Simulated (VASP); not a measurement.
Set up this calculation in VASP 6.6.1, as the native input.

```yaml
Task: single point
Functional: r2SCAN
Potentials_or_basis: VASP PAW PBE potentials, release 64 (Re)
Cutoff: 520 eV
k_mesh: 11 × 11 × 3
Occupations: fermi-dirac, width 0.05 eV
Spin: no spin polarisation
Dipole_correction: no
Further_INCAR_settings: ALGO = Normal; EDIFF = 1e-06; NBANDS = 22
```

Re:

```
Re
1.0
     2.75713    0.00000    0.00000
    -1.37857    2.38775    0.00000
     0.00000    0.00000    8.92440
Re
4
Direct
  0.66667 0.33333 0.75000
  0.00000 0.00000 0.50000
  0.33333 0.66667 0.25000
  0.00000 0.00000 0.00000
```

The input as run:

POSCAR

```
Re
1.0
    2.7571313769      0.0000000000      0.0000000000
   -1.3785656884      2.3877458140      0.0000000000
    0.0000000000      0.0000000000      8.9244031244
Re
4
Direct
    0.6666666667      0.3333333333      0.7500000000
    0.0000000000      0.0000000000      0.5000000000
    0.3333333333      0.6666666667      0.2500000000
    0.0000000000      0.0000000000      0.0000000000
```

INCAR.step1

```
SYSTEM = Re
PREC = Accurate
ENCUT = 520
ISMEAR = -1
SIGMA = 0.05
LREAL = .False.
LASPH = .True.
NELM = 60
NBANDS = 22
GGA = PE
ALGO = Normal
EDIFF = 1E-4
LWAVE = .True.
LCHARG = .False.
```

INCAR.step2

```
SYSTEM = Re
PREC = Accurate
ENCUT = 520
EDIFF = 1E-6
ISMEAR = -1
SIGMA = 0.05
LREAL = .False.
LASPH = .True.
NELM = 60
ALGO = Normal
ISIF = 2
LWAVE = .False.
LCHARG = .False.
METAGGA = R2SCAN
LMIXTAU = .True.
NBANDS = 22
ISTART = 1
```

KPOINTS

```
Automatic mesh
0
Gamma
  11 11 3
  0 0 0
```

Potentials or basis: VASP PAW PBE potentials, release 64 (Re).

Run with:

```bash
$ cat potpaw_PBE.64/Re/POTCAR > POTCAR
$ cp INCAR.step1 INCAR
$ mpirun -np 1 vasp_std > vasp.out
$ cp INCAR.step2 INCAR
$ mpirun -np 1 vasp_std > vasp.out
```

Results of the run:

The pressure is 0.1 GPa and the band gap on the k mesh is zero (bands 14 and 15 overlap by 2.48 eV).

Caveat: the PAW data sets were made with another functional, which shifts forces and pressure a little; spin-orbit coupling is left out, which moves the levels of the heavy elements.

Run time: 97 s on 1 thread of Intel(R) Xeon(R) 6975P-C (Granite Rapids) (shared host), peak memory 0.21 GiB.
